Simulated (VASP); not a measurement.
# Al3Ni5 (Cmm2) in VASP: notebook, part 2 of 2

VASP 6.6.1. Earlier steps stand in the parts before.

**3. Single point, PBEsol (all Al atoms moved +0.375 Å, as atom 1 along Cartesian [0 0 1])**

File INCAR:

```
PREC = Accurate ; ENCUT = 520
EDIFF = 1E-6 ; ISMEAR = 0
SIGMA = 0.15 ; LREAL = F
LASPH = T ; NELM = 60
ALGO = Fast ; ISIF = 2
LWAVE = F ; LCHARG = F
GGA = PS ; NBANDS = 40
```

File KPOINTS:

```
regular mesh
0
Gamma
  8 8 10
```

File POSCAR:

```
Al3Ni5
1.0
    3.2933322760     -3.6919375971      0.0000000000
    3.2933322760      3.6919375971      0.0000000000
    0.0000000000      0.0000000000      3.7203545651
Al Ni
3 5
Direct
    0.5000000000      0.5000000000      0.1007968443
    0.7796888787      0.2203111213      0.6007968443
    0.2203111213      0.7796888787      0.6007968443
    0.0000000000      0.0000000000      0.0000000000
    0.0000000000      0.5000000000      0.0000000000
    0.5000000000      0.0000000000      0.0000000000
    0.2762373066      0.2762373066      0.5000000000
    0.7237626934      0.7237626934      0.5000000000
```

Potentials or basis: VASP PAW PBE potentials, release 64 (Al, Ni).

Launch:

```sh
cat potpaw_PBE.64/Al/POTCAR potpaw_PBE.64/Ni/POTCAR > POTCAR
mpirun -np 1 vasp_std > vasp.out
```

OUTCAR:

```text
PREC = Accurate
   ENCUT = 520
   EDIFF = 1E-6
   ISMEAR = 0
   LREAL = F
   LASPH = T
   NELM = 60
   ISIF = 2
   GGA = PS

 ion  position               nearest neighbor table
   1  0.500  0.500  0.101-   7 2.09   8 2.09   5 2.50   6 2.50   6 2.50   5 2.50   7 2.68   8 2.68
                             2 2.78   3 2.78   2 2.78   3 2.78
   2  0.780  0.220  0.601-   4 2.20   5 2.23   6 2.23   7 2.47   8 2.47   8 2.56   7 2.56   4 2.76
                             1 2.78   1 2.78   6 2.78   5 2.78   3 3.25   3 3.32   3 3.32
   3  0.220  0.780  0.601-   4 2.20   5 2.23   6 2.23   7 2.47   8 2.47   8 2.56   7 2.56   4 2.76
                             1 2.78   1 2.78   6 2.78   5 2.78   2 3.25   2 3.32   2 3.32
   4  0.000  0.000  0.000-   2 2.20   3 2.20   5 2.47   6 2.47   5 2.47   6 2.47   7 2.60   8 2.60
                             7 2.60   8 2.60   2 2.76   3 2.76
   5  0.000  0.500  0.000-   2 2.23   3 2.23   4 2.47   4 2.47   1 2.50   1 2.50   7 2.63   8 2.63
                             7 2.63   8 2.63   2 2.78   3 2.78
   6  0.500  0.000  0.000-   2 2.23   3 2.23   4 2.47   4 2.47   1 2.50   1 2.50   7 2.63   8 2.63
                             7 2.63   8 2.63   2 2.78   3 2.78
   7  0.276  0.276  0.500-   1 2.09   2 2.47   3 2.47   3 2.56   2 2.56   4 2.60   4 2.60   6 2.63
                             5 2.63   5 2.63   6 2.63   1 2.68   8 2.95
   8  0.724  0.724  0.500-   1 2.09   2 2.47   3 2.47   2 2.56   3 2.56   4 2.60   4 2.60   5 2.63
                             6 2.63   6 2.63   5 2.63   1 2.68   7 2.95

  LATTYP: Found a base centered orthorhombic cell.
 ALAT       =     6.5866645520
 B/A-ratio  =     1.1210340432
 C/A-ratio  =     0.5648313400

  Lattice vectors:

 A1 = (   3.2933322760,  -3.6919375971,   0.0000000000)
 A2 = (   3.2933322760,   3.6919375971,   0.0000000000)
 A3 = (   0.0000000000,   0.0000000000,   3.7203545651)

Analysis of symmetry for initial positions (statically):
=====================================================================
 Subroutine PRICEL returns:
 Original cell was already a primitive cell.

 Routine SETGRP: Setting up the symmetry group for a
 base centered orthorhombic supercell.

 Subroutine GETGRP returns: Found  4 space group operations
 (whereof  4 operations were pure point group operations)
 out of a pool of  8 trial point group operations.

The static configuration has the point symmetry C_2v.

[... 150 lines left out ...]
   LHFCALC =     F    Hartree Fock is set to
   AEXX    =    0.0000 exact exchange contribution
   IVDW    =     0    specifies the selected vdW correction
   LEPSILON=     F    determine dielectric tensor
   LRPA    =     F    only Hartree local field effects (RPA)
 non-spin polarized calculation
 RMM-DIIS sequential band-by-band and
 Gauss-broadening in eV      SIGMA  =   0.15
  energy-cutoff  :      520.00
  volume of cell :       90.47
 maximum number of plane-waves:      2461
 NGX is ok and might be reduce to    40
   NGX = 19   NGY = 19   NGZ = 13

 number of electron      58.9999930 magnetization

 Free energy of the ion-electron system (eV)
  ---------------------------------------------------
  ext. energy  EPLUGINS =         0.00000000
  ---------------------------------------------------
  free energy    TOTEN  =       -45.69904231 eV

  energy without entropy =      -45.65723545  energy(sigma->0) =      -45.67813888

 E-fermi :  10.0489     XC(G=0): -12.5943

 val. band max:       10.0487655203   @ k =  -0.3750   0.3750   0.4000
 cond. band min:      10.0538162094   @ k =   0.2500   0.0000   0.1000
 fundamental gap:      0.0050506891
 Fermi energy:        10.0489113331

 k-point     1 :       0.0000    0.0000    0.0000
  band No.  band energies     occupation
      1      -0.8044      2.00000
      2       3.9253      2.00000
      3       4.1139      2.00000
      4       4.9753      2.00000
      5       5.5683      2.00000
      6       5.6852      2.00000
[... 1021 lines left out ...]
     39      17.3440      0.00000
     40      17.8219      0.00000

 [... further k-points ...]
[... 5 lines left out ...]
  --------------------------------------------------------------------------------------
  -------------------------------------------------------------------------------------
  Total        7.5104123      1.7608624      6.6684029      0.0000000      0.0000000      0.0000000
  in kB      133.0056625     31.1839959    118.0940948      0.0000000      0.0000000      0.0000000
  external PRESSURE =      94.0945844 kB  Pullay stress =       0.0000000 kB

 VOLUME and BASIS-vectors are now :
 -----------------------------------------------------------------------------
  energy-cutoff  :      520.00
  volume of cell :       90.47
      direct lattice vectors                 reciprocal lattice vectors
     3.293332276 -3.691937597  0.000000000     0.151821911 -0.135430241  0.000000000
     3.293332276  3.691937597  0.000000000     0.151821911  0.135430241  0.000000000
     0.000000000  0.000000000  3.720354565     0.000000000  0.000000000  0.268791585

 POSITION                                       TOTAL-FORCE (eV/Angst)
 -----------------------------------------------------------------------------------
      3.29333      0.00000      0.37500         0.000000      0.000000     -4.352257
      3.29333     -2.06519      2.23518         0.000000      0.605868     -3.253807
      3.29333      2.06519      2.23518         0.000000     -0.605868     -3.253807
      0.00000      0.00000      0.00000        -0.000000      0.000000      2.397065
      1.64667      1.84597      0.00000        -0.000000      0.000000      2.109751
      1.64667     -1.84597      0.00000         0.000000      0.000000      2.109751
      1.81948      0.00000      1.86018        -1.264724      0.000000      2.121653
      4.76718      0.00000      1.86018         1.264724      0.000000      2.121653
 -----------------------------------------------------------------------------------
    total drift:                               -0.000000     -0.000000      0.000641

  FREE ENERGIE OF THE ION-ELECTRON SYSTEM (eV)
  ---------------------------------------------------
  free  energy   TOTEN  =       -45.6990423067 eV

  energy  without entropy=      -45.6572354474  energy(sigma->0) =      -45.67813888
```

Run time: 4.2 min. Hardware: 1 thread of Intel Xeon 6975P-C (Granite Rapids), shared host; peak memory 0.44 GiB.

What came out:

```yaml
Free_energy: -45.6990 eV
Pressure: 9.4 GPa
Largest_force: 4.352 eV/Å
```

Forces in eV/Å, atoms in the order of the input:
```
Al   0.000  0.000 -4.352
Al   0.000  0.606 -3.254
Al   0.000 -0.606 -3.254
Ni   0.000  0.000  2.397
Ni   0.000  0.000  2.110
Ni   0.000  0.000  2.110
Ni  -1.265  0.000  2.122
Ni   1.265  0.000  2.122
```

Levels at points of the mesh, in eV from the Fermi level:
| k point | band 25 | band 26 | band 27 | band 28 | band 29 | band 30 | band 31 | band 32 | band 33 | band 34 |
| --- | --- | --- | --- | --- | --- | --- | --- | --- | --- | --- |
| (0.00, 0.00, 0.00) | -1.08 | -0.98 | -0.80 | -0.64 | -0.60 | -0.53 | 0.08 | 0.39 | 2.04 | 3.96 |
| (0.50, 0.00, 0.00) | -1.12 | -1.07 | -0.96 | -0.79 | -0.30 | -0.29 | 1.09 | 2.13 | 2.35 | 3.54 |
| (0.50, 0.50, 0.00) | -1.41 | -1.20 | -1.16 | -1.01 | -0.58 | 2.82 | 3.35 | 3.60 | 3.70 | 3.80 |
| (0.00, 0.00, 0.50) | -1.51 | -1.51 | -1.35 | -1.15 | -0.81 | -0.75 | -0.40 | 2.11 | 2.52 | 2.69 |
| (0.50, 0.00, 0.50) | -1.47 | -1.27 | -1.25 | -1.21 | -0.64 | 0.75 | 0.96 | 1.03 | 1.06 | 2.76 |
| (0.50, 0.50, 0.50) | -1.49 | -1.44 | -1.41 | -1.34 | -1.15 | -0.20 | -0.15 | 0.12 | 0.15 | 6.34 |

Caveat: the cell differs from its parent crystal (all Al atoms moved +0.375 Å, as atom 1 along Cartesian [0 0 1]); the PAW data sets were made with another functional, which shifts forces and pressure a little. Spin polarisation is off, so any magnetic state and its effect on volume and gap are missing.

**4. Single point, PBEsol (all Al atoms moved -0.250 Å, as atom 1 along Cartesian [0 0 1])**

File INCAR:

```
SYSTEM = Al3Ni5
PREC     = Accurate       ! precision mode
ENCUT    = 520            ! plane-wave cutoff, eV
EDIFF    = 1E-6           ! SCF threshold, eV
ISMEAR   = 0              ! smearing method
SIGMA    = 0.15           ! smearing width, eV
LREAL    = .False.        ! projectors in reciprocal space
LASPH    = .True.         ! aspherical terms in the spheres
NELM     = 100            ! most SCF steps
ALGO     = Fast           ! electronic algorithm
ISIF     = 2              ! what is computed and relaxed
LWAVE    = .False.        ! write WAVECAR
LCHARG   = .True.         ! write CHGCAR
GGA      = PS             ! functional
LELF     = .True.         ! ELF
LVHAR    = .True.       
NBANDS   = 40             ! bands
```

File KPOINTS:

```
regular mesh
0
Gamma
  8 8 10
  0 0 0
```

Edit POSCAR of step 3 so:

```diff
@@ -8,5 +8,5 @@
 Direct
-    0.5000000000      0.5000000000      0.1007968443
-    0.7796888787      0.2203111213      0.6007968443
-    0.2203111213      0.7796888787      0.6007968443
+    0.5000000000      0.5000000000     -0.0671978962
+    0.7796888787      0.2203111213      0.4328021038
+    0.2203111213      0.7796888787      0.4328021038
     0.0000000000      0.0000000000      0.0000000000
```

Launch:

```sh
cat potpaw_PBE.64/Al/POTCAR potpaw_PBE.64/Ni/POTCAR > POTCAR
mpirun -np 1 vasp_std > vasp.out
```

Run time: 4.1 min. Hardware: 1 thread of Intel Xeon 6975P-C (Granite Rapids), shared host; peak memory 0.44 GiB.

It converged, with:

* Free energy: -46.7989 eV
* Pressure: 4.2 GPa
* Largest force: 2.772 eV/Å

Forces on the atoms (eV/Å):
```
Al   0.000  0.000  2.772
Al   0.000  0.259  2.031
Al   0.000 -0.259  2.031
Ni   0.000  0.000 -1.508
Ni   0.000  0.000 -1.320
Ni   0.000  0.000 -1.320
Ni  -0.547  0.000 -1.342
Ni   0.547  0.000 -1.342
```

Stress tensor (GPa, compression positive):
```
5.61 0.00 0.00
0.00 1.40 0.00
0.00 0.00 5.66
```

Levels at points of the mesh, in eV from the Fermi level:
```tsv
k point	band 26	band 27	band 28	band 29	band 30	band 31	band 32	band 33
(0.00, 0.00, 0.00)	-0.91	-0.79	-0.76	-0.64	-0.55	0.08	0.43	2.01
(0.50, 0.00, 0.00)	-1.03	-0.98	-0.77	-0.30	-0.28	1.11	2.06	2.29
(0.50, 0.50, 0.00)	-1.16	-1.12	-1.02	-0.56	2.98	3.32	3.58	3.72
(0.00, 0.00, 0.50)	-1.47	-1.27	-1.12	-0.76	-0.73	-0.37	2.13	2.50
(0.50, 0.00, 0.50)	-1.24	-1.20	-1.14	-0.60	0.72	0.97	1.02	1.03
(0.50, 0.50, 0.50)	-1.39	-1.35	-1.29	-1.10	-0.16	-0.15	0.11	0.15
```

Caveat: the cell differs from its parent crystal (all Al atoms moved -0.250 Å, as atom 1 along Cartesian [0 0 1]); the PAW data sets were made with another functional, which shifts forces and pressure a little. Spin polarisation is off, so any magnetic state and its effect on volume and gap are missing.
